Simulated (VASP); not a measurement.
# Pt (P6_3/mmc) in VASP: notebook

The runs below take Pt through single point, with revPBE.

Program: VASP 6.6.1. These are calculated values, not measurements. Logs are shortened: lines on timing, memory, paths and dates and some standing lists are left out, and cuts for length are marked.

### 1 The cell of the first run

Symmetry: P6_3/mmc, No. 194, hexagonal system. Conventional cell: a = 2.702 Å, b = 2.702 Å, c = 4.648 Å, α = 90.00°, β = 90.00°, γ = 120.00°. Within 3.6 Å of Pt (site symmetry -6m2) lie 12 Pt at 2.70 to 2.80 Å.

### 2 Single point, revPBE (volume scaled by 0.92)

INCAR reads:

```
PREC = Accurate ; ENCUT = 520
EDIFF = 1E-7 ; ISMEAR = -1
SIGMA = 0.1 ; LREAL = False
LASPH = True ; NELM = 100
ALGO = Normal ; ISIF = 2
LWAVE = False ; LCHARG = False
GGA = RE ; NBANDS = 17
```

KPOINTS reads:

```
regular mesh
0
Gamma
  15 15 8
```

POSCAR reads:

```
Pt
1.0
    2.7015354587      0.0000000000      0.0000000000
   -1.3507677293      2.3395983364      0.0000000000
    0.0000000000      0.0000000000      4.6478336690
Pt
2
Direct
    0.3333333333      0.6666666667      0.2500000000
    0.6666666667      0.3333333333      0.7500000000
```

Potentials or basis: VASP PAW PBE potentials, release 64 (Pt).

Run with:

```sh
$ cat potpaw_PBE.64/Pt/POTCAR > POTCAR
$ mpirun -np 1 vasp_std > vasp.out
```

OUTCAR:

```text
PREC = Accurate
   ENCUT = 520
   EDIFF = 1E-7
   ISMEAR = -1
   LREAL = False
   LASPH = True
   NELM = 100
   ISIF = 2
   GGA = RE

 ion  position               nearest neighbor table
   1  0.333  0.667  0.250-   2 2.80   2 2.80   2 2.80   2 2.80   2 2.80   2 2.80
   2  0.667  0.333  0.750-   1 2.80   1 2.80   1 2.80   1 2.80   1 2.80   1 2.80

  LATTYP: Found a hexagonal cell.
 ALAT       =     2.7015354587
 C/A-ratio  =     1.7204414823

  Lattice vectors:

 A1 = (   2.7015354587,   0.0000000000,   0.0000000000)
 A2 = (  -1.3507677293,   2.3395983364,   0.0000000000)
 A3 = (   0.0000000000,   0.0000000000,   4.6478336690)

Analysis of symmetry for initial positions (statically):
=====================================================================
 Subroutine PRICEL returns:
 Original cell was already a primitive cell.

 Routine SETGRP: Setting up the symmetry group for a
 hexagonal supercell.

 Subroutine GETGRP returns: Found 24 space group operations
 (whereof 12 operations were pure point group operations)
 out of a pool of 24 trial point group operations.

The static configuration has the point symmetry D_3d.
 The point group associated with its full space group is D_6h.

Analysis of symmetry for dynamics (positions and initial velocities):
=====================================================================
 Subroutine PRICEL returns:
 Original cell was already a primitive cell.

 Routine SETGRP: Setting up the symmetry group for a
 hexagonal supercell.

 Subroutine GETGRP returns: Found 24 space group operations
 (whereof 12 operations were pure point group operations)
 out of a pool of 24 trial point group operations.

The dynamic configuration has the point symmetry D_3d.
 The point group associated with its full space group is D_6h.

 Subroutine INISYM returns: Found 24 space group operations
 (whereof 12 operations are pure point group operations),
 and found     1 'primitive' translations

----------------------------------------------------------------------------------------

                                     Primitive cell

  volume of cell :      29.3767

  direct lattice vectors                    reciprocal lattice vectors
     2.701535459  0.000000000  0.000000000     0.370159865  0.213711898  0.000000000
    -1.350767729  2.339598336  0.000000000     0.000000000  0.427423795  0.000000000
     0.000000000  0.000000000  4.647833669     0.000000000  0.000000000  0.215153999

  length of vectors
     2.701535459  2.701535459  4.647833669     0.427423795  0.427423795  0.215153999

  position of ions in fractional coordinates (direct lattice)
     0.333333333  0.666666667  0.250000000
     0.666666667  0.333333333  0.750000000

  ion indices of the primitive-cell ions
   primitive index   ion index
                 1           1
                 2           2

----------------------------------------------------------------------------------------

 KPOINTS: regular mesh

Automatic generation of k-mesh.
 Grid dimensions read from file:
 generate k-points for:   15   15    8

 Generating k-lattice:

  Cartesian coordinates                     Fractional coordinates (reciprocal lattice)
     0.024677324  0.014247460  0.000000000     0.066666667  0.000000000  0.000000000
     0.000000000  0.028494920  0.000000000     0.000000000  0.066666667  0.000000000
     0.000000000  0.000000000  0.026894250     0.000000000  0.000000000  0.125000000

  Length of vectors
     0.028494920  0.028494920  0.026894250

  Shift w.r.t. Gamma in fractional coordinates (k-lattice)
     0.000000000  0.000000000  0.000000000

 Subroutine IBZKPT returns following result:
 ===========================================

 Found    135 irreducible k-points:

 Following reciprocal coordinates:
            Coordinates               Weight
  0.000000  0.000000  0.000000      1.000000
  0.066667  0.000000  0.000000      6.000000
  0.133333  0.000000  0.000000      6.000000
  0.200000  0.000000  0.000000      6.000000
  0.266667  0.000000  0.000000      6.000000
  0.333333  0.000000  0.000000      6.000000
[... 16 lines left out ...]
  0.333333  0.200000  0.000000     12.000000
  0.400000  0.200000  0.000000      6.000000
 [... further k-points ...]
   k-points           NKPTS =    135   k-points in BZ     NKDIM =    135   number of bands    NBANDS=     17
   number of dos      NEDOS =    301   number of ions     NIONS =      2
   total plane-waves  NPLWV =  14400
   dimension x,y,z NGX =    20 NGY =   20 NGZ =   36
   dimension x,y,z NGXF=    40 NGYF=   40 NGZF=   72
   ions per type =               2
   NGX,Y,Z   is equivalent  to a cutoff of  12.31, 12.31, 12.88 a.u.
   NGXF,Y,Z  is equivalent  to a cutoff of  24.62, 24.62, 25.75 a.u.
 SYSTEM =  unknown system
   PREC   = accura    normal or accurate (medium, high low for compatibility)
   ISTART =      0    job   : 0-new  1-cont  2-samecut
   ICHARG =      2    charge: 1-file 2-atom 10-const
   ISPIN  =      1    spin polarized calculation?
   LNONCOLLINEAR =      F non collinear calculations
   LSORBIT =      F    spin-orbit coupling
   LASPH  =      T    aspherical Exc in radial PAW
   ENCUT  =  520.0 eV  38.22 Ry    6.18 a.u.   5.02  5.02  8.64*2*pi/ulx,y,z
   NELM   =    100;   NELMIN=  2; NELMDL= -5     # of ELM steps
   EDIFF  = 0.1E-06   stopping-criterion for ELM
   LREAL  =      F    real-space projection
   EDIFFG = 0.1E-05   stopping-criterion for IOM
   NSW    =      0    number of steps for IOM
   IBRION =     -1    ionic relax: 0-MD 1-quasi-New 2-CG
   NFREE  =      0    steps in history (QN), initial steepest desc. (CG)
   ISIF   =      2    stress and relaxation
   ISYM   =      2    0-nonsym 1-usesym 2-fastsym
   POTIM  = 0.5000    time-step for ionic-motion
   TEBEG  =    0.0;   TEEND  =   0.0 temperature during run
   PSTRESS=    0.0 pullay stress
   NELECT =      20.0000    total number of electrons
   NUPDOWN=      -1.0000    fix difference up-down
   EMIN   =  10.00;   EMAX   =-10.00  energy-range for DOS
   EFERMI =   0.00;   METHOD = LEGACY
   ISMEAR =    -1;   SIGMA  =   0.10  broadening in eV -4-tet -1-fermi 0-gaus
   EFERMI_NEDOS =   21; number of points for ismear=-14 and -15
   IALGO  =     38    algorithm
   IMIX   =      4    mixing-type and parameters
     AMIX     =   0.40;   BMIX     =  1.00
     AMIX_MAG =   1.60;   BMIX_MAG =  1.00
  volume/ion in A,a.u.               =      14.69        99.12
  Fermi-wavevector in a.u.,A,eV,Ry     =   1.440182  2.721549 28.220164  2.074124
  Thomas-Fermi vector in A             =   2.558954
   LORBIT       =      0    0 simple, 1 ext, 2 COOP (PROOUT), +10 PAW based schemes
   GGA     = RE    functional components
   LHFCALC =     F    Hartree Fock is set to
   AEXX    =    0.0000 exact exchange contribution
   IVDW    =     0    specifies the selected vdW correction
   LEPSILON=     F    determine dielectric tensor
   LRPA    =     F    only Hartree local field effects (RPA)
 non-spin polarized calculation
  energy-cutoff  :      520.00
  volume of cell :       29.38
 maximum number of plane-waves:       825
 NGX is ok and might be reduce to    20
   NGX =  9   NGY =  9   NGZ = 17

 number of electron      20.0000001 magnetization

 Free energy of the ion-electron system (eV)
  ---------------------------------------------------
  ext. energy  EPLUGINS =         0.00000000
  ---------------------------------------------------
  free energy    TOTEN  =       -10.93583586 eV

  energy without entropy =      -10.82941734  energy(sigma->0) =      -10.88262660

 E-fermi :  11.8231     XC(G=0): -13.6078

 val. band max:       11.8192390485   @ k =   0.3333   0.2667   0.3750
 cond. band min:      11.8272805008   @ k =   0.3333   0.1333   0.5000
 fundamental gap:      0.0080414523
 Fermi energy:        11.8230914221

 k-point     1 :       0.0000    0.0000    0.0000
  band No.  band energies     occupation
      1       1.3408      2.00000
      2       4.0701      2.00000
      3       7.4663      2.00000
      4       7.9870      2.00000
      5       7.9870      2.00000
      6       8.4165      2.00000
[... 9 lines left out ...]
     16      29.0915      0.00000
     17      33.5535      0.00000

 k-point     2 :       0.0667    0.0000    0.0000
  band No.  band energies     occupation
      1       1.5127      2.00000
      2       4.2282      2.00000
      3       7.4338      2.00000
      4       7.9916      2.00000
      5       8.1224      2.00000
      6       8.3283      2.00000
[... 9 lines left out ...]
     16      29.3540      0.00000
     17      32.5764      0.00000

 k-point     3 :       0.1333    0.0000    0.0000
  band No.  band energies     occupation
      1       2.0083      2.00000
      2       4.6579      2.00000
      3       7.2569      2.00000
      4       7.9830      2.00000
      5       8.2796      2.00000
      6       8.5198      2.00000
[... 9 lines left out ...]
     16      29.6753      0.00000
     17      31.0870      0.00000

 k-point     4 :       0.2000    0.0000    0.0000
  band No.  band energies     occupation
      1       2.7589      2.00000
      2       5.1648      2.00000
      3       7.0892      2.00000
      4       7.5825      2.00000
      5       7.7130      2.00000
      6       8.7226      2.00000
[... 9 lines left out ...]
     16      29.4610      0.00000
     17      30.0874      0.00000
[... 343 lines left out ...]
      1       5.5567      2.00000
      2       5.9086      2.00000
      3       6.0136      2.00000
      4       6.8303      2.00000
      5       7.6595      2.00000
      6       8.2716      2.00000
[... 9 lines left out ...]
     16      27.1157      0.00000
     17      27.2798      0.00000

 k-point    23 :       0.3333    0.2000    0.0000
  band No.  band energies     occupation
      1       5.7046      2.00000
      2       5.7614      2.00000
      3       5.8265      2.00000
      4       7.4685      2.00000
      5       7.6810      2.00000
      6       8.1785      2.00000
[... 9 lines left out ...]
     16      25.2734      0.00000
     17      26.6835      0.00000

 k-point    24 :       0.4000    0.2000    0.0000
  band No.  band energies     occupation
      1       5.6347      2.00000
      2       5.7294      2.00000
      3       5.8239      2.00000
      4       7.7702      2.00000
      5       7.7911      2.00000
      6       7.9523      2.00000
[... 9 lines left out ...]
     16      24.0727      0.00000
     17      26.3792      0.00000

 [... further k-points ...]

------------------------ aborting loop because EDIFF is reached ----------------------------------------

  FORCE on cell =-STRESS in cart. coord.  units (eV):
  Direction    XX          YY          ZZ          XY          YZ          ZX
  --------------------------------------------------------------------------------------
  -------------------------------------------------------------------------------------
  Total        4.4401458      4.4401458      4.0400581      0.0000000      0.0000000      0.0000000
  in kB      242.1615919    242.1615919    220.3411630      0.0000000      0.0000000      0.0000000
  external PRESSURE =     234.8881156 kB  Pullay stress =       0.0000000 kB

 VOLUME and BASIS-vectors are now :
 -----------------------------------------------------------------------------
  energy-cutoff  :      520.00
  volume of cell :       29.38
      direct lattice vectors                 reciprocal lattice vectors
     2.701535459  0.000000000  0.000000000     0.370159865  0.213711898  0.000000000
    -1.350767729  2.339598336  0.000000000     0.000000000  0.427423795  0.000000000
     0.000000000  0.000000000  4.647833669     0.000000000  0.000000000  0.215153999

 POSITION                                       TOTAL-FORCE (eV/Angst)
 -----------------------------------------------------------------------------------
     -0.00000      1.55973      1.16196        -0.000000      0.000000      0.000000
      1.35077      0.77987      3.48588         0.000000     -0.000000      0.000000
 -----------------------------------------------------------------------------------
    total drift:                               -0.000000      0.000000     -0.000000

  FREE ENERGIE OF THE ION-ELECTRON SYSTEM (eV)
  ---------------------------------------------------
  free  energy   TOTEN  =       -10.9358358569 eV

  energy  without entropy=      -10.8294173380  energy(sigma->0) =      -10.88262660
```

Run time: 20 s. Hardware: 1 thread of Intel Xeon 6975P-C (Granite Rapids), shared host; peak memory 0.18 GiB.

Results:

| Quantity | Value |
| --- | --- |
| Free energy | -10.9358 eV |
| Pressure | 23.5 GPa |
| Band gap on the k mesh | zero (band 10 reaches 12.29 eV, above the bottom of band 11 at 10.91 eV) |

Caveat: the PAW data sets were made with another functional, which shifts forces and pressure a little; spin-orbit coupling is left out, which moves the levels of the heavy elements.

### 3 Single point, revPBE (volume scaled by 0.96)

INCAR reads:

```
SYSTEM = Pt
  PREC = Accurate
  ENCUT = 520
  EDIFF = 1E-6
  ISMEAR = -1
  SIGMA = 0.1
  LREAL = .FALSE.
  LASPH = .TRUE.
  NELM = 80
  ALGO = Normal
  ISIF = 2
  LWAVE = .FALSE.
  LCHARG = .FALSE.
  GGA = RE
  NBANDS = 17
```

KPOINTS reads:

```
Automatic mesh
0
G
  15 15 8
  0 0 0
```

POSCAR reads:

```
Pt
1.0
    2.7401340372      0.0000000000      0.0000000000
   -1.3700670186      2.3730256860      0.0000000000
    0.0000000000      0.0000000000      4.7142402648
Pt
2
Direct
    0.3333333333      0.6666666667      0.2500000000
    0.6666666667      0.3333333333      0.7500000000
```

Potentials or basis: VASP PAW PBE potentials, release 64 (Pt).

Run with:

```sh
$ cat potpaw_PBE.64/Pt/POTCAR > POTCAR
$ mpirun -np 1 vasp_std > vasp.out
```

OUTCAR:

```text
SYSTEM = Pt
   PREC = Accurate
   ENCUT = 520
   EDIFF = 1E-6
   ISMEAR = -1
   LREAL = .FALSE.
   LASPH = .TRUE.
   NELM = 80
   ISIF = 2
   GGA = RE

 ion  position               nearest neighbor table
   1  0.333  0.667  0.250-   2 2.84   2 2.84   2 2.84   2 2.84   2 2.84   2 2.84
   2  0.667  0.333  0.750-   1 2.84   1 2.84   1 2.84   1 2.84   1 2.84   1 2.84

  LATTYP: Found a hexagonal cell.
 ALAT       =     2.7401340372
 C/A-ratio  =     1.7204414824

  Lattice vectors:

 A1 = (   2.7401340372,   0.0000000000,   0.0000000000)
 A2 = (  -1.3700670186,   2.3730256860,   0.0000000000)
 A3 = (   0.0000000000,   0.0000000000,   4.7142402648)

Analysis of symmetry for initial positions (statically):
=====================================================================
 Subroutine PRICEL returns:
 Original cell was already a primitive cell.

 Routine SETGRP: Setting up the symmetry group for a
[... 156 lines left out ...]
 maximum number of plane-waves:       845
   NGX = 11   NGY = 11   NGZ = 17

 number of electron      19.9999999 magnetization

 Free energy of the ion-electron system (eV)
  ---------------------------------------------------
  ext. energy  EPLUGINS =         0.00000000
  ---------------------------------------------------
  free energy    TOTEN  =       -11.06821601 eV

  energy without entropy =      -10.95550110  energy(sigma->0) =      -11.01185856

 E-fermi :  11.0027     XC(G=0): -13.3488

 val. band max:       10.9977884907   @ k =   0.2667   0.0667   0.5000
 cond. band min:      11.0053914346   @ k =   0.3333   0.1333   0.5000
 fundamental gap:      0.0076029440
 Fermi energy:        11.0026989019

 k-point     1 :       0.0000    0.0000    0.0000
  band No.  band energies     occupation
      1       1.0006      2.00000
      2       3.6954      2.00000
      3       6.9369      2.00000
      4       7.4236      2.00000
      5       7.4236      2.00000
      6       7.8217      2.00000
[... 457 lines left out ...]
      4       7.2217      2.00000
      5       7.2512      2.00000
      6       7.4015      2.00000
[... 9 lines left out ...]
     16      22.8443      0.00000
     17      25.2418      0.00000

 [... further k-points ...]
[... 5 lines left out ...]
  --------------------------------------------------------------------------------------
  -------------------------------------------------------------------------------------
  Total        1.9654335      1.9654335      1.7934358     -0.0000000      0.0000000      0.0000000
  in kB      102.7266140    102.7266140     93.7368714     -0.0000000      0.0000000      0.0000000
  external PRESSURE =      99.7300331 kB  Pullay stress =       0.0000000 kB

 VOLUME and BASIS-vectors are now :
 -----------------------------------------------------------------------------
  energy-cutoff  :      520.00
  volume of cell :       30.65
      direct lattice vectors                 reciprocal lattice vectors
     2.740134037  0.000000000  0.000000000     0.364945651  0.210701470  0.000000000
    -1.370067019  2.373025686  0.000000000     0.000000000  0.421402940  0.000000000
     0.000000000  0.000000000  4.714240265     0.000000000  0.000000000  0.212123257

 POSITION                                       TOTAL-FORCE (eV/Angst)
 -----------------------------------------------------------------------------------
     -0.00000      1.58202      1.17856        -0.000000      0.000000      0.000000
      1.37007      0.79101      3.53568         0.000000      0.000000      0.000000
 -----------------------------------------------------------------------------------
    total drift:                               -0.000000      0.000000     -0.000000

  FREE ENERGIE OF THE ION-ELECTRON SYSTEM (eV)
  ---------------------------------------------------
  free  energy   TOTEN  =       -11.0682160133 eV

  energy  without entropy=      -10.9555011000  energy(sigma->0) =      -11.01185856
```

OSZICAR:

```text
N       E                     dE             d eps       ncg     rms          rms(c)
DAV:   1     0.103987883710E+03    0.10399E+03   -0.10514E+04  4590   0.114E+03
DAV:   2    -0.988619618417E+01   -0.11387E+03   -0.10804E+03  4936   0.247E+02
DAV:   3    -0.117402755491E+02   -0.18541E+01   -0.18295E+01  5693   0.312E+01
DAV:   4    -0.117495789158E+02   -0.93034E-02   -0.93021E-02  5469   0.233E+00
DAV:   5    -0.117496718363E+02   -0.92920E-04   -0.92920E-04  5637   0.241E-01    0.175E+01
DAV:   6    -0.111423598792E+02    0.60731E+00   -0.91082E-01  4776   0.861E+00    0.951E+00
DAV:   7    -0.110755323671E+02    0.66828E-01   -0.20271E-01  5384   0.404E+00    0.290E+00
DAV:   8    -0.110684726101E+02    0.70598E-02   -0.22824E-02  4952   0.123E+00    0.687E-01
DAV:   9    -0.110681988020E+02    0.27381E-03   -0.25955E-04  5339   0.135E-01    0.281E-02
DAV:  10    -0.110682157871E+02   -0.16985E-04   -0.76818E-06  5644   0.209E-02    0.174E-02
DAV:  11    -0.110682160133E+02   -0.22621E-06   -0.25649E-07  2949   0.417E-03
   1 F= -.11068216E+02 E0= -.11011859E+02  d E =-.112715E+00
```

stdout:

```text
POSCAR found type information on POSCAR Pt
 POSCAR found :  1 types and       2 ions
 scaLAPACK will be used
 -----------------------------------------------------------------------------
|                                                                             |
|                                                                             |
|     You enforced a specific xc type in the INCAR file but a different       |
|     I HOPE YOU KNOW WHAT YOU ARE DOING!                                     |
|                                                                             |
 -----------------------------------------------------------------------------

 LDA part: xc-table for (Slater+PW92), standard interpolation
 POSCAR, INCAR and KPOINTS ok, starting setup
 FFT: planning ... GRIDC
 FFT: planning ... GRID_SOFT
 FFT: planning ... GRID
 WAVECAR not read
 entering main loop
```

It took 18 s on 1 thread of Intel Xeon 6975P-C (Granite Rapids), shared host; peak memory 0.18 GiB.

Results:

| Property | Result |
| --- | --- |
| Free energy | -11.0682 eV |
| Pressure | 10.0 GPa |
| Band gap on the k mesh | zero (band 10 reaches 11.43 eV, above the bottom of band 11 at 10.14 eV) |

Stress tensor (GPa, compression positive):
```
10.27  0.00  0.00
 0.00 10.27  0.00
 0.00  0.00  9.37
```

Caveat: the PAW data sets were made with another functional, which shifts forces and pressure a little; spin-orbit coupling is left out, which moves the levels of the heavy elements.
